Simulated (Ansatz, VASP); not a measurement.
# One calculation of Sn, two programs

```
Sn
1.0
    -1.73797    1.78731    2.35383
     1.73797   -1.78731    2.35383
     1.73797    1.78731   -2.35383
Sn
1
Direct
  0.00000 0.00000 0.00000
```

Change from the starting cell: volume scaled by 1.02, PAW files.

Alike in both runs: task electric field gradients; functional PBEsol; k mesh 16 × 16 × 16; occupations fermi-dirac, width 0.03 eV; no spin polarisation.

```csv
,VASP,Ansatz
version,VASP 6.6.1,Ansatz 0.2.0
potentials or method,"VASP PAW PBE potentials, release 64 (Sn_d)","PAW with Ansatz's default frozen-core files, scalar-relativistic"
plane-wave cutoff (eV),520,420
valence electrons in the cell,14,14
```

```csv
,VASP,Ansatz,Ansatz less VASP
pressure (GPa),-4.3,-4.3,+0.06
"traceless stress, the component that is largest in VASP (GPa)",0.33,0.33,+0.001
size of Vzz on the site where it differs most (V/Å²),12.3,12.6,+0.25
```

VASP's potentials were made for PBE, not for PBEsol.
